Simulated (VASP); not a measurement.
# InGa2As3 (Cmc2_1) in VASP: further runs

Runs on InGa2As3. Level: PBE. Tasks: single point, relaxation of cell and atoms.

All numbers are computed with VASP 6.6.1; they aren't measurements. Logs are shortened: lines on timing, memory, paths and dates and some standing lists are left out, and cuts for length are marked.

**1. The cell of the first run**

Symmetry: Cmc2_1, No. 36, orthorhombic system. Conventional cell: a = 12.457 Å, b = 7.199 Å, c = 6.834 Å, α = 90.00°, β = 90.00°, γ = 90.00°. Within 3.5 Å of In (site symmetry m) lie 4 As at 2.67 Å. Ga (site symmetry 1) has 4 As at 2.49 to 2.51 Å within 3.3 Å. Within 3.3 Å of As (site symmetry 1) lie 3 Ga at 2.49 to 2.51 Å and 1 In at 2.67 Å. As (site symmetry m) has 2 Ga at 2.49 Å and 2 In at 2.67 Å within 3.3 Å.

**2. Single point, PBE**

Input file INCAR:

```
PREC = Accurate
ENCUT = 520
EDIFF = 1E-6
ISMEAR = 0
SIGMA = 0.1
LREAL = False
LASPH = True
NELM = 80
ALGO = Normal
ISIF = 2
LWAVE = False
LCHARG = False
GGA = PE
NBANDS = 66
```

Input file KPOINTS:

```
regular mesh
0
Gamma
  3 3 4
```

Input file POSCAR:

```
InGa2As3
1.0
    6.2286440989     -3.5994236077      0.0000000000
    6.2286440989      3.5994236077      0.0000000000
    0.0000000000      0.0000000000      6.8337981225
In Ga As
2 4 6
Direct
    0.3285170626      0.6714829374      0.0009789360
    0.6714829374      0.3285170626      0.5009789360
    0.0056527542      0.3329294292      0.0002910423
    0.6670705708     -0.0056527542      0.0002910423
   -0.0056527542      0.6670705708      0.5002910423
    0.3329294292      0.0056527542      0.5002910423
    0.0178187531      0.3339181235      0.3667339325
    0.3150905805      0.6849094195      0.3914709944
    0.6660818765     -0.0178187531      0.3667339325
    0.6849094195      0.3150905805      0.8914709944
   -0.0178187531      0.6660818765      0.8667339325
    0.3339181235      0.0178187531      0.8667339325
```

Potentials or basis: VASP PAW PBE potentials, release 64 (In_d, Ga_d, As).

Run with:

```sh
$ cat potpaw_PBE.64/In_d/POTCAR potpaw_PBE.64/Ga_d/POTCAR potpaw_PBE.64/As/POTCAR > POTCAR
$ mpirun -np 1 vasp_std > vasp.out
```

OUTCAR:

```text
PREC = Accurate
   ENCUT = 520
   EDIFF = 1E-6
   ISMEAR = 0
   LREAL = False
   LASPH = True
   NELM = 80
   ISIF = 2
   GGA = PE

 ion  position               nearest neighbor table
   1  0.329  0.671  0.001-   8 2.67  10 2.67  11 2.67  12 2.67
   2  0.671  0.329  0.501-  10 2.67   8 2.67   9 2.67   7 2.67
   3  0.006  0.333  0.000-  10 2.49  11 2.49  12 2.49   7 2.51
   4  0.667  0.994  0.000-  10 2.49  12 2.49  11 2.49   9 2.51
   5  0.994  0.667  0.500-   8 2.49   7 2.49   9 2.49  11 2.51
   6  0.333  0.006  0.500-   8 2.49   9 2.49   7 2.49  12 2.51
   7  0.018  0.334  0.367-   5 2.49   6 2.49   3 2.51   2 2.67
   8  0.315  0.685  0.391-   5 2.49   6 2.49   1 2.67   2 2.67
   9  0.666  0.982  0.367-   6 2.49   5 2.49   4 2.51   2 2.67
  10  0.685  0.315  0.891-   3 2.49   4 2.49   2 2.67   1 2.67
  11  0.982  0.666  0.867-   3 2.49   4 2.49   5 2.51   1 2.67
  12  0.334  0.018  0.867-   4 2.49   3 2.49   6 2.51   1 2.67

  LATTYP: Found a base centered orthorhombic cell.
 ALAT       =     7.1988472154
 B/A-ratio  =     1.7304559779
 C/A-ratio  =     0.9492906181

  Lattice vectors:

 A1 = (  -6.2286440989,  -3.5994236077,   0.0000000000)
 A2 = (   6.2286440989,  -3.5994236077,   0.0000000000)
 A3 = (   0.0000000000,   0.0000000000,   6.8337981225)

Analysis of symmetry for initial positions (statically):
=====================================================================
 Subroutine PRICEL returns:
 Original cell was already a primitive cell.

 Routine SETGRP: Setting up the symmetry group for a
 base centered orthorhombic supercell.

 Subroutine GETGRP returns: Found  4 space group operations
 (whereof  2 operations were pure point group operations)
 out of a pool of  8 trial point group operations.

The static configuration has the point symmetry C_1h.
 The point group associated with its full space group is C_2v.

Analysis of symmetry for dynamics (positions and initial velocities):
=====================================================================
 Subroutine PRICEL returns:
 Original cell was already a primitive cell.

 Routine SETGRP: Setting up the symmetry group for a
 base centered orthorhombic supercell.

 Subroutine GETGRP returns: Found  4 space group operations
 (whereof  2 operations were pure point group operations)
 out of a pool of  8 trial point group operations.

The dynamic configuration has the point symmetry C_1h.
 The point group associated with its full space group is C_2v.

 Subroutine INISYM returns: Found  4 space group operations
 (whereof  2 operations are pure point group operations),
 and found     1 'primitive' translations

----------------------------------------------------------------------------------------

                                     Primitive cell

  volume of cell :     306.4211

  direct lattice vectors                    reciprocal lattice vectors
     6.228644099 -3.599423608  0.000000000     0.080274293 -0.138911130  0.000000000
     6.228644099  3.599423608  0.000000000     0.080274293  0.138911130  0.000000000
     0.000000000  0.000000000  6.833798123     0.000000000  0.000000000  0.146331510

  length of vectors
     7.193876397  7.193876397  6.833798123     0.160437726  0.160437726  0.146331510

  position of ions in fractional coordinates (direct lattice)
     0.328517063  0.671482937  0.000978936
     0.671482937  0.328517063  0.500978936
     0.005652754  0.332929429  0.000291042
     0.667070571  0.994347246  0.000291042
     0.994347246  0.667070571  0.500291042
     0.332929429  0.005652754  0.500291042
     0.017818753  0.333918123  0.366733932
     0.315090580  0.684909420  0.391470994
     0.666081877  0.982181247  0.366733932
     0.684909420  0.315090580  0.891470994
     0.982181247  0.666081877  0.866733932
     0.333918123  0.017818753  0.866733932

  ion indices of the primitive-cell ions
   primitive index   ion index
                 1           1
                 2           2
                 3           3
                 4           4
                 5           5
                 6           6
                 7           7
                 8           8
                 9           9
                10          10
                11          11
                12          12

----------------------------------------------------------------------------------------

 KPOINTS: regular mesh

Automatic generation of k-mesh.
 Grid dimensions read from file:
 generate k-points for:    3    3    4

 Generating k-lattice:

  Cartesian coordinates                     Fractional coordinates (reciprocal lattice)
     0.026758098 -0.046303710  0.000000000     0.333333333  0.000000000  0.000000000
     0.026758098  0.046303710  0.000000000     0.000000000  0.333333333  0.000000000
     0.000000000  0.000000000  0.036582878     0.000000000  0.000000000  0.250000000

  Length of vectors
     0.053479242  0.053479242  0.036582878

  Shift w.r.t. Gamma in fractional coordinates (k-lattice)
     0.000000000  0.000000000  0.000000000

 Subroutine IBZKPT returns following result:
 ===========================================

 Found     12 irreducible k-points:

 Following reciprocal coordinates:
            Coordinates               Weight
  0.000000  0.000000  0.000000      1.000000
  0.333333  0.000000  0.000000      4.000000
  0.333333  0.333333  0.000000      2.000000
 -0.333333  0.333333  0.000000      2.000000
  0.000000  0.000000  0.250000      2.000000
  0.333333  0.000000  0.250000      8.000000
  0.333333  0.333333  0.250000      4.000000
 -0.333333  0.333333  0.250000      4.000000
  0.000000  0.000000  0.500000      1.000000
  0.333333  0.000000  0.500000      4.000000
  0.333333  0.333333  0.500000      2.000000
 -0.333333  0.333333  0.500000      2.000000
   k-points           NKPTS =     12   k-points in BZ     NKDIM =     12   number of bands    NBANDS=     66
   number of dos      NEDOS =    301   number of ions     NIONS =     12
   total plane-waves  NPLWV = 157464
   dimension x,y,z NGX =    54 NGY =   54 NGZ =   54
   dimension x,y,z NGXF=   108 NGYF=  108 NGZF=  108
   ions per type =               2   4   6
   NGX,Y,Z   is equivalent  to a cutoff of  12.48, 12.48, 13.14 a.u.
   NGXF,Y,Z  is equivalent  to a cutoff of  24.96, 24.96, 26.27 a.u.
 SYSTEM =  unknown system
   PREC   = accura    normal or accurate (medium, high low for compatibility)
   ISTART =      0    job   : 0-new  1-cont  2-samecut
   ICHARG =      2    charge: 1-file 2-atom 10-const
   ISPIN  =      1    spin polarized calculation?
   LNONCOLLINEAR =      F non collinear calculations
   LSORBIT =      F    spin-orbit coupling
   LASPH  =      T    aspherical Exc in radial PAW
   ENCUT  =  520.0 eV  38.22 Ry    6.18 a.u.  13.38 13.38 12.71*2*pi/ulx,y,z
   NELM   =     80;   NELMIN=  2; NELMDL= -5     # of ELM steps
   EDIFF  = 0.1E-05   stopping-criterion for ELM
   LREAL  =      F    real-space projection
   EDIFFG = 0.1E-04   stopping-criterion for IOM
   NSW    =      0    number of steps for IOM
[... 5 lines left out ...]
   TEBEG  =    0.0;   TEEND  =   0.0 temperature during run
   PSTRESS=    0.0 pullay stress
   NELECT =     108.0000    total number of electrons
   NUPDOWN=      -1.0000    fix difference up-down
   EMIN   =  10.00;   EMAX   =-10.00  energy-range for DOS
   EFERMI =   0.00;   METHOD = LEGACY
   ISMEAR =     0;   SIGMA  =   0.10  broadening in eV -4-tet -1-fermi 0-gaus
   EFERMI_NEDOS =   21; number of points for ismear=-14 and -15
   IALGO  =     38    algorithm
   IMIX   =      4    mixing-type and parameters
     AMIX     =   0.40;   BMIX     =  1.00
     AMIX_MAG =   1.60;   BMIX_MAG =  1.00
  volume/ion in A,a.u.               =      25.54       172.32
  Fermi-wavevector in a.u.,A,eV,Ry     =   1.156405  2.185288 18.194690  1.337272
  Thomas-Fermi vector in A             =   2.293025
   LORBIT       =      0    0 simple, 1 ext, 2 COOP (PROOUT), +10 PAW based schemes
   GGA     = PE    functional components
   LHFCALC =     F    Hartree Fock is set to
   AEXX    =    0.0000 exact exchange contribution
   IVDW    =     0    specifies the selected vdW correction
   LEPSILON=     F    determine dielectric tensor
   LRPA    =     F    only Hartree local field effects (RPA)
 non-spin polarized calculation
 Gauss-broadening in eV      SIGMA  =   0.10
  energy-cutoff  :      520.00
  volume of cell :      306.42
 maximum number of plane-waves:      8319
 NGX is ok and might be reduce to    54
   NGX = 27   NGY = 27   NGZ = 25

 number of electron     108.0000025 magnetization

 Free energy of the ion-electron system (eV)
  ---------------------------------------------------
  ext. energy  EPLUGINS =         0.00000000
  ---------------------------------------------------
  free energy    TOTEN  =       -48.29995879 eV

  energy without entropy =      -48.29591239  energy(sigma->0) =      -48.29793559

 E-fermi :   3.7547     XC(G=0):  -9.1817

 val. band max:        3.7459138607   @ k =   0.0000   0.0000   0.0000
 cond. band min:       4.3351407212   @ k =   0.0000   0.0000   0.0000
 fundamental gap:      0.5892268605
 Fermi energy:         3.7546722312

 k-point     1 :       0.0000    0.0000    0.0000
  band No.  band energies     occupation
      1     -11.0880      2.00000
      2     -11.0876      2.00000
      3     -11.0867      2.00000
      4     -11.0767      2.00000
      5     -11.0538      2.00000
      6     -11.0218      2.00000
[... 58 lines left out ...]
     65       8.0696      0.00000
     66       8.9524      0.00000

 k-point     2 :       0.3333    0.0000    0.0000
  band No.  band energies     occupation
      1     -11.0940      2.00000
      2     -11.0897      2.00000
      3     -11.0811      2.00000
      4     -11.0713      2.00000
      5     -11.0543      2.00000
      6     -11.0323      2.00000
[... 748 lines left out ...]
     65       7.3437      0.00000
     66       7.3437      0.00000

------------------------ aborting loop because EDIFF is reached ----------------------------------------

  FORCE on cell =-STRESS in cart. coord.  units (eV):
  Direction    XX          YY          ZZ          XY          YZ          ZX
  --------------------------------------------------------------------------------------
  -------------------------------------------------------------------------------------
  Total        0.2571062      0.2313093      0.2681999      0.0000000      0.0000000      0.0000000
  in kB        1.3443255      1.2094420      1.4023311      0.0000000      0.0000000      0.0000000
  external PRESSURE =       1.3186996 kB  Pullay stress =       0.0000000 kB

 VOLUME and BASIS-vectors are now :
 -----------------------------------------------------------------------------
  energy-cutoff  :      520.00
  volume of cell :      306.42
      direct lattice vectors                 reciprocal lattice vectors
     6.228644099 -3.599423608  0.000000000     0.080274293 -0.138911130  0.000000000
     6.228644099  3.599423608  0.000000000     0.080274293  0.138911130  0.000000000
     0.000000000  0.000000000  6.833798123     0.000000000  0.000000000  0.146331510

 POSITION                                       TOTAL-FORCE (eV/Angst)
 -----------------------------------------------------------------------------------
      6.22864      1.23448      0.00669        -0.000000      0.003330      0.001025
      6.22864     -1.23448      3.42359        -0.000000     -0.003330      0.001025
      2.10891      1.17801      0.00199         0.000669     -0.001945      0.002279
     10.34838      1.17801      0.00199        -0.000669     -0.001945      0.002279
     10.34838     -1.17801      3.41889        -0.000669      0.001945      0.002279
      2.10891     -1.17801      3.41889         0.000669      0.001945      0.002279
      2.19084      1.13778      2.50619        -0.010045      0.004740     -0.000570
      6.22864      1.33113      2.67523        -0.000000     -0.004500     -0.004443
     10.26644      1.13778      2.50619         0.010045      0.004740     -0.000570
      6.22864     -1.33113      6.09213        -0.000000      0.004500     -0.004443
     10.26644     -1.13778      5.92308         0.010045     -0.004740     -0.000570
      2.19084     -1.13778      5.92308        -0.010045     -0.004740     -0.000570
 -----------------------------------------------------------------------------------
    total drift:                                0.000000      0.000000      0.000561

  FREE ENERGIE OF THE ION-ELECTRON SYSTEM (eV)
  ---------------------------------------------------
  free  energy   TOTEN  =       -48.2999587946 eV

  energy  without entropy=      -48.2959123919  energy(sigma->0) =      -48.29793559
```

Run time: 3.7 min. Hardware: 1 thread of Intel Xeon 6975P-C (Granite Rapids), shared host; peak memory 0.49 GiB.

What came out:

| Quantity | Value |
| --- | --- |
| Free energy | -48.3000 eV |
| Pressure | 0.1 GPa |
| Largest force | 0.011 eV/Å |
| Band gap on the k mesh | 0.01 eV |

Forces on the atoms (eV/Å):
```
In   0.000  0.003  0.001
In   0.000 -0.003  0.001
Ga   0.001 -0.002  0.002
Ga  -0.001 -0.002  0.002
Ga  -0.001  0.002  0.002
Ga   0.001  0.002  0.002
As  -0.010  0.005 -0.001
As   0.000 -0.004 -0.004
As   0.010  0.005 -0.001
As   0.000  0.004 -0.004
As   0.010 -0.005 -0.001
As  -0.010 -0.005 -0.001
```

Levels at points of the mesh, in eV from the valence-band top:
| k point | band 51 | band 52 | band 53 | band 54 | band 55 | band 56 | band 57 | band 58 |
| --- | --- | --- | --- | --- | --- | --- | --- | --- |
| (0.00, 0.00, 0.00) | -1.06 | -0.20 | -0.06 | 0.00 | 0.01 | 0.60 | 2.45 | 2.46 |
| (0.00, 0.00, 0.50) | -0.61 | -0.61 | -0.60 | -0.60 | 1.25 | 1.25 | 1.86 | 1.86 |

Caveat: the smearing spreads over this small gap; semilocal functionals underestimate gaps, and a narrow one can read as zero; spin-orbit coupling is left out, which moves the levels of the heavy elements.

**3. Relaxation of cell and atoms, PBE**

This run uses another cell than the first one, of 22.37 Å³/atom.

Input file INCAR:

```
SYSTEM = InGa2As3
  ALGO = Normal
  EDIFF = 1E-6
  EDIFFG = -0.04
  ENCUT = 600
  GGA = PE
  IBRION = 2
  ISIF = 3
  ISMEAR = 0
  LASPH = .TRUE.
  LCHARG = .FALSE.
  LREAL = .FALSE.
  LWAVE = .FALSE.
  NELM = 100
  NSW = 90
  PREC = Accurate
  SIGMA = 0.1
```

Input file KPOINTS:

```
k-points
0
G
  3 3 4
  0 0 0
```

Input file POSCAR:

```
InGa2As3
1.0
    5.9635062200     -3.4430319200      0.0000000000
    5.9635062200      3.4430319200      0.0000000000
    0.0000000000      0.0000000000      6.5367814300
In Ga As
2 4 6
Direct
    0.3333333300      0.6666666700      0.0005881200
    0.6666666700      0.3333333300      0.5005881200
    0.0000000000      0.3333333300      0.0005881200
    0.6666666700      0.0000000000      0.0005881200
    0.0000000000      0.6666666700      0.5005881200
    0.3333333300      0.0000000000      0.5005881200
    0.0000000000      0.3333333300      0.3749118400
    0.3333333300      0.6666666700      0.3749118400
    0.6666666700      0.0000000000      0.3749118400
    0.6666666700      0.3333333300      0.8749118400
    0.0000000000      0.6666666700      0.8749118400
    0.3333333300      0.0000000000      0.8749118400
```

Potentials or basis: VASP PAW PBE potentials, release 64 (In_d, Ga_d, As).

Run with:

```sh
$ cat potpaw_PBE.64/In_d/POTCAR potpaw_PBE.64/Ga_d/POTCAR potpaw_PBE.64/As/POTCAR > POTCAR
$ mpirun -np 1 vasp_std > vasp.out
```

Wall time 19 min (1 thread of Intel Xeon 6975P-C (Granite Rapids), shared host); peak memory 0.59 GiB.

Results (log left out):

| Property | Result |
| --- | --- |
| Free energy | -48.2941 eV |
| Relaxed volume | 25.62 Å³/atom |
| Relaxed cell | a = 7.203 Å, b = 7.203 Å, c = 6.843 Å, α = 90.00°, β = 90.00°, γ = 60.01° |
| Space group after relaxing (to 0.1 Å) | Cmc2_1 (No. 36) |
| Energy gained by relaxing | 156.8 meV/atom |
| Ionic steps | 8 |
| Pressure after relaxing | -0.1 GPa |
| Largest force after relaxing | 0.033 eV/Å |
| Band gap on the k mesh | zero (filled and empty bands touch) |

Forces on the atoms (eV/Å):
```
In   0.000  0.031  0.012
In   0.000 -0.031  0.012
Ga   0.026 -0.020 -0.004
Ga  -0.026 -0.020 -0.004
Ga  -0.026  0.020 -0.004
Ga   0.026  0.020 -0.004
As  -0.018  0.014 -0.006
As   0.000 -0.017  0.007
As   0.018  0.014 -0.006
As   0.000  0.017  0.007
As   0.018 -0.014 -0.006
As  -0.018 -0.014 -0.006
```

Step by step:
```csv
step,energy change (eV),largest force (eV/Å),pressure (GPa),volume (Å³)
1,0.0000,2.0196,11.45,268.43
2,-1.4400,0.3789,-3.85,335.42
3,-1.7005,0.7209,-0.71,313.10
4,-1.8034,0.4353,-0.30,309.79
5,-1.8655,0.1970,0.49,304.47
6,-1.8787,0.0794,-0.10,307.80
7,-1.8787,0.0830,-0.06,307.65
8,-1.8813,0.0334,-0.05,307.47
```

Final structure:
```xyz
12
Lattice="6.2376 -3.6019 0.0000 6.2376 3.6019 0.0000 0.0000 0.0000 6.8425" Properties=species:S:1:pos:R:3 pbc="T T T"
In    6.2376    1.2296    6.8388
In    6.2376   -1.2296    3.4175
Ga    2.1077    1.1847    0.0073
Ga   10.3674    1.1847    0.0073
Ga   10.3674   -1.1847    3.4286
Ga    2.1077   -1.1847    3.4286
As    2.1955    1.1351    2.5139
As    6.2376    1.3350    2.6693
As   10.2797    1.1351    2.5139
As    6.2376   -1.3350    6.0906
As   10.2797   -1.1351    5.9352
As    2.1955   -1.1351    5.9352
```

Levels at points of the mesh, in eV from the Fermi level:
```
           k point  band 52  band 53  band 54  band 55  band 56  band 57
(0.00, 0.00, 0.00)    -0.23    -0.08    -0.01    -0.01     0.58     2.44
(0.00, 0.00, 0.50)    -0.62    -0.62    -0.62     1.22     1.22     1.84
```

Caveat: semilocal functionals underestimate gaps, and a narrow one can read as zero; spin-orbit coupling is left out, which moves the levels of the heavy elements.

The gap in the log of VASP goes by the Fermi energy; the results here count the filled bands.